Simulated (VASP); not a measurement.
# W (I4/mmm) in VASP: notebook, part 2 of 2

VASP 6.6.1.

### 3 Single point, LDA (16.68 Å³/atom)

Contents of INCAR:

```
SYSTEM = W
  ALGO = Fast
  EDIFF = 1E-7
  ENCUT = 520
  GGA = CA
  ISIF = 2
  ISMEAR = 0
  LASPH = .TRUE.
  LCHARG = .FALSE.
  LREAL = .FALSE.
  LWAVE = .FALSE.
  NBANDS = 13
  NELM = 60
  PREC = Accurate
  SIGMA = 0.15
```

Contents of KPOINTS:

```
k-points
0
G
  22 22 22
  0 0 0
```

Contents of POSCAR:

```
W
1.0
    0.0000000000      1.9262252738      2.2479048945
    1.9262252738      0.0000000000      2.2479048945
    1.9262252738      1.9262252738      0.0000000000
W
1
Direct
    0.0000000000      0.0000000000      0.0000000000
```

Potentials or basis: VASP PAW LDA potentials, release 64 (W_sv).

Started as:

```bash
cat potpaw_LDA.64/W_sv/POTCAR > POTCAR
mpirun -np 1 vasp_std > vasp.out
```

OUTCAR:

```text
SYSTEM = W
   EDIFF = 1E-7
   ENCUT = 520
   GGA = CA
   ISIF = 2
   ISMEAR = 0
   LASPH = .TRUE.
   LREAL = .FALSE.
   NELM = 60
   PREC = Accurate

 ion  position               nearest neighbor table
   1  0.000  0.000  0.000-

  LATTYP: Found a body centered tetragonal cell.
 ALAT       =     2.7240939064
 C/A-ratio  =     1.6503872273

  Lattice vectors:

 A1 = (  -1.9262252738,   0.0000000000,   2.2479048945)
 A2 = (   1.9262252738,   0.0000000000,   2.2479048945)
 A3 = (   0.0000000000,   1.9262252738,  -2.2479048945)
[... 565 lines left out ...]

 [... further k-points ...]

------------------------ aborting loop because EDIFF is reached ----------------------------------------

  FORCE on cell =-STRESS in cart. coord.  units (eV):
  Direction    XX          YY          ZZ          XY          YZ          ZX
  --------------------------------------------------------------------------------------
  -------------------------------------------------------------------------------------
  Total       -1.7634120     -1.7634120     -1.2340557      0.0000000      0.0000000     -0.0000000
  in kB     -169.3722660   -169.3722660   -118.5286279      0.0000000      0.0000000     -0.0000000
  external PRESSURE =    -152.4243866 kB  Pullay stress =       0.0000000 kB

 VOLUME and BASIS-vectors are now :
 -----------------------------------------------------------------------------
  energy-cutoff  :      520.00
  volume of cell :       16.68
      direct lattice vectors                 reciprocal lattice vectors
     0.000000000  1.926225274  2.247904894    -0.259575039  0.259575039  0.222429339
     1.926225274  0.000000000  2.247904894     0.259575039 -0.259575039  0.222429339
     1.926225274  1.926225274  0.000000000     0.259575039  0.259575039 -0.222429339

 POSITION                                       TOTAL-FORCE (eV/Angst)
 -----------------------------------------------------------------------------------
      0.00000      0.00000      0.00000         0.000000      0.000000     -0.000000
 -----------------------------------------------------------------------------------
    total drift:                               -0.000000      0.000000     -0.000000

  FREE ENERGIE OF THE ION-ELECTRON SYSTEM (eV)
  ---------------------------------------------------
  free  energy   TOTEN  =       -13.6650612605 eV

  energy  without entropy=      -13.6558744698  energy(sigma->0) =      -13.66046787
```

OSZICAR:

```text
N       E                     dE             d eps       ncg     rms          rms(c)
DAV:   1     0.838918301807E+02    0.83892E+02   -0.74560E+03 21801   0.121E+03
DAV:   2    -0.126856066107E+02   -0.96577E+02   -0.92801E+02 24274   0.315E+02
DAV:   3    -0.143638437523E+02   -0.16782E+01   -0.16717E+01 24184   0.402E+01
DAV:   4    -0.143712440841E+02   -0.74003E-02   -0.74001E-02 24074   0.295E+00
DAV:   5    -0.143713117861E+02   -0.67702E-04   -0.67703E-04 24489   0.266E-01    0.189E+01
RMM:   6    -0.138060608418E+02    0.56525E+00   -0.44520E-01 23660   0.595E+00    0.748E+00
RMM:   7    -0.136696268522E+02    0.13643E+00   -0.28001E-01 23765   0.466E+00    0.796E-01
RMM:   8    -0.136652470024E+02    0.43798E-02   -0.11565E-02 26890   0.117E+00    0.208E-01
RMM:   9    -0.136650618502E+02    0.18515E-03   -0.17299E-03 26524   0.485E-01    0.253E-02
RMM:  10    -0.136650610867E+02    0.76353E-06   -0.22716E-04 27966   0.186E-01    0.886E-03
RMM:  11    -0.136650600129E+02    0.10737E-05   -0.41242E-05 27816   0.788E-02    0.440E-03
RMM:  12    -0.136650610989E+02   -0.10860E-05   -0.11632E-05 28355   0.395E-02    0.280E-03
RMM:  13    -0.136650612027E+02   -0.10383E-06   -0.18976E-06 25928   0.163E-02    0.140E-03
RMM:  14    -0.136650612605E+02   -0.57809E-07   -0.62597E-07 20819   0.860E-03
   1 F= -.13665061E+02 E0= -.13660468E+02  d E =-.918679E-02
```

Run time: 90 s. Hardware: 1 thread of Intel Xeon 8259CL, shared host; peak memory 0.28 GiB.

What came out:

| Property | Result |
| --- | --- |
| Free energy | -13.6651 eV |
| Pressure | -15.2 GPa |
| Band gap on the k mesh | zero (bands 7 and 8 overlap by 4.46 eV) |

Caveat: the stress differs along the axes, from -17 to -12 GPa; spin-orbit coupling is left out, which moves the levels of the heavy elements.

### 4 Single point, LDA (16.68 Å³/atom)

Contents of INCAR:

```
SYSTEM = W
PREC = Accurate ; ENCUT = 520
EDIFF = 1E-6 ; ISMEAR = 0
SIGMA = 0.15 ; LREAL = .False.
LASPH = .True. ; NELM = 80
ALGO = Fast ; ISIF = 2
LWAVE = .False. ; LCHARG = .False.
NBANDS = 13
```

Contents of KPOINTS:

```
regular mesh
0
Gamma
  22 22 22
  0 0 0
```

Contents of POSCAR:

```
W
1.0
    0.0000000000      2.0987614959      1.8935026216
    2.0987614959      0.0000000000      1.8935026216
    2.0987614959      2.0987614959      0.0000000000
W
1
Direct
    0.0000000000      0.0000000000      0.0000000000
```

Started as:

```bash
cat potpaw_LDA.64/W_sv/POTCAR > POTCAR
mpirun -np 1 vasp_std > vasp.out
```

It took 94 s on 1 thread of Intel Xeon 8259CL, shared host; peak memory 0.28 GiB.

Results (log left out):

- Free energy: -13.6688 eV
- Pressure: -16.3 GPa
- Band gap on the k mesh: zero (bands 7 and 8 overlap by 5.04 eV)

Stress tensor (GPa, compression positive):
```
 -8.30   0.00   0.00
  0.00  -8.30   0.00
  0.00   0.00 -32.19
```

Levels at points of the mesh, in eV from the Fermi level:
```csv
k point,band 5,band 6,band 7,band 8,band 9,band 10
"(0.00, 0.00, 0.00)",-9.03,-1.13,-1.13,0.12,1.25,2.94
"(0.50, 0.00, 0.00)",-5.71,-1.74,-0.20,0.55,4.12,5.13
"(0.50, 0.50, 0.00)",-5.51,-4.82,4.29,4.58,5.39,5.39
"(0.50, 0.00, 0.50)",-5.62,-4.45,2.24,4.35,4.61,5.94
```

Caveat: the stress differs along the axes, from -32 to -8 GPa; spin-orbit coupling is left out, which moves the levels of the heavy elements.

### 5 Single point, LDA (16.68 Å³/atom)

Contents of INCAR:

```
PREC = Accurate
ENCUT = 520
EDIFF = 1E-7
ISMEAR = 0
SIGMA = 0.15
LREAL = F
LASPH = T
NELM = 100
ALGO = Fast
ISIF = 2
LWAVE = F
LCHARG = T
GGA = CA
LELF = T
LVHAR = T
NBANDS = 13
```

Contents of KPOINTS:

```
Automatic mesh
0
Gamma
  22 22 22
```

Contents of POSCAR:

```
W
1.0
    0.0000000000      2.1720693104      1.7678472117
    2.1720693104      0.0000000000      1.7678472117
    2.1720693104      2.1720693104      0.0000000000
W
1
Direct
    0.0000000000      0.0000000000      0.0000000000
```

Potentials or basis: VASP PAW LDA potentials, release 64 (W_sv).

Started as:

```bash
cat potpaw_LDA.64/W_sv/POTCAR > POTCAR
mpirun -np 1 vasp_std > vasp.out
```

OUTCAR:

```text
PREC = Accurate
   ENCUT = 520
   EDIFF = 1E-7
   ISMEAR = 0
   LREAL = F
   LASPH = T
   NELM = 100
   ISIF = 2
   GGA = CA

 ion  position               nearest neighbor table
   1  0.000  0.000  0.000-

  LATTYP: Found a body centered tetragonal cell.
 ALAT       =     3.0717698772
 C/A-ratio  =     1.1510284184

  Lattice vectors:

 A1 = (   0.0000000000,  -2.1720693104,  -1.7678472117)
 A2 = (   0.0000000000,   2.1720693104,  -1.7678472117)
 A3 = (   2.1720693104,   0.0000000000,   1.7678472117)

[... 563 lines left out ...]
     13      27.9005      0.00000

 [... further k-points ...]

------------------------ aborting loop because EDIFF is reached ----------------------------------------

  FORCE on cell =-STRESS in cart. coord.  units (eV):
  Direction    XX          YY          ZZ          XY          YZ          ZX
  --------------------------------------------------------------------------------------
  -------------------------------------------------------------------------------------
  Total       -0.9969787     -0.9969787     -3.8599832      0.0000000      0.0000000     -0.0000000
  in kB      -95.7578471    -95.7578471   -370.7438197      0.0000000      0.0000000     -0.0000000
  external PRESSURE =    -187.4198380 kB  Pullay stress =       0.0000000 kB

 VOLUME and BASIS-vectors are now :
 -----------------------------------------------------------------------------
  energy-cutoff  :      520.00
  volume of cell :       16.68
      direct lattice vectors                 reciprocal lattice vectors
     0.000000000  2.172069310  1.767847212    -0.230195233  0.230195233  0.282829872
     2.172069310  0.000000000  1.767847212     0.230195233 -0.230195233  0.282829872
     2.172069310  2.172069310  0.000000000     0.230195233  0.230195233 -0.282829872

 POSITION                                       TOTAL-FORCE (eV/Angst)
 -----------------------------------------------------------------------------------
      0.00000      0.00000      0.00000         0.000000      0.000000      0.000000
 -----------------------------------------------------------------------------------
    total drift:                               -0.000000      0.000000     -0.000000

  FREE ENERGIE OF THE ION-ELECTRON SYSTEM (eV)
  ---------------------------------------------------
  free  energy   TOTEN  =       -13.8626625559 eV

  energy  without entropy=      -13.8549086680  energy(sigma->0) =      -13.85878561
```

Wall time 2.3 min (1 thread of Intel Xeon 8259CL, shared host); peak memory 0.28 GiB.

What came out:

```yaml
Free_energy: -13.8627 eV
Pressure: -18.7 GPa
Band_gap_on_the_k_mesh: zero (bands 7 and 8 overlap by 5.30 eV)
```

Levels at points of the mesh, in eV from the Fermi level:
```
           k point  band 3  band 4  band 5  band 6  band 7  band 8  band 9  band 10  band 11  band 12
(0.00, 0.00, 0.00)  -37.64  -37.64   -9.23   -1.45   -1.45    0.08    0.86     2.84    13.14    15.53
(0.50, 0.00, 0.00)  -37.94  -37.66   -5.91   -2.60    0.45    0.58    3.33     5.36     9.94    11.77
(0.50, 0.50, 0.00)  -38.29  -38.29   -5.60   -5.20    4.49    5.05    5.05     5.63     9.27     9.27
(0.50, 0.00, 0.50)  -38.07  -37.75   -5.86   -4.26    1.45    3.40    3.71     5.88    11.02    11.14
```

Caveat: the stress differs along the axes, from -37 to -10 GPa; spin-orbit coupling is left out, which moves the levels of the heavy elements.

### 6 The runs side by side

```tsv
cell	further INCAR settings	gap on the mesh (eV)	pressure (GPa)
a = 2.812, b = 2.812, c = 3.020 Å, angles 57.5, 57.5, 65.0°, 1 atom	ALGO = Fast; EDIFF = 1e-06; NBANDS = 13	none	-17.4
a = 2.960, b = 2.960, c = 2.724 Å, angles 62.6, 62.6, 54.8°, 1 atom	ALGO = Fast; EDIFF = 1e-07; NBANDS = 13	none	-15.2
a = 2.827, b = 2.827, c = 2.968 Å, angles 58.3, 58.3, 63.3°, 1 atom	ALGO = Fast; EDIFF = 1e-06; NBANDS = 13	none	-16.3
a = 2.801, b = 2.801, c = 3.072 Å, angles 56.7, 56.7, 66.5°, 1 atom	ALGO = Fast; EDIFF = 1e-07; NBANDS = 13	none	-18.7
```

Alike in all rows: task single point; level LDA; potentials or basis VASP PAW LDA potentials, release 64 (W_sv); no spin polarisation; k mesh 22 × 22 × 22; cutoff (eV) 520; smearing gaussian 0.15 eV.

Caveats: spin-orbit coupling is left out, which moves the levels of the heavy elements; the stress differs along the axes, from -36 to -8 GPa (at least some runs); the stress differs along the axes, from -17 to -12 GPa (at least some runs); the stress differs along the axes, from -32 to -8 GPa (at least some runs); the stress differs along the axes, from -37 to -10 GPa (at least some runs).

Absolute energies hang on the potentials; compare differences alone.
